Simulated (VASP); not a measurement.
NaF:

```
Na F
1.0
     0.02358    2.32075    2.32075
     2.32075    0.02358    2.32075
     2.32075    2.32075    0.02358
Na F
1 1
Direct
  0.00000 0.00000 0.00000
  0.50000 0.50000 0.50000
```

This cell differs from its parent crystal: strain along [111] +1.5%.

Base run:

| Item | Value |
| --- | --- |
| Program | VASP 6.6.1 |
| Functional | PBE |
| Potentials or basis | VASP PAW PBE potentials, release 64 (Na_pv, F) |
| Cutoff | 520 eV |
| k mesh | 10 × 10 × 10 |
| Occupations | fermi-dirac, width 0.02 eV |
| Spin | no spin polarisation |

Its results: band gap on the k mesh 6.34 eV; pressure 2.6 GPa.

Problem. The run is repeated on the same cell with these changes: functional from PBE to r2SCAN; occupations from fermi-dirac, width 0.02 eV to gaussian, width 0.01 eV. What comes out?

Solution. Band gap on the k mesh 7.22 eV; pressure -1.5 GPa.

Caveats: the PAW data sets were made with another functional, which shifts forces and pressure a little (at least some runs).

A k mesh can miss the band edges.
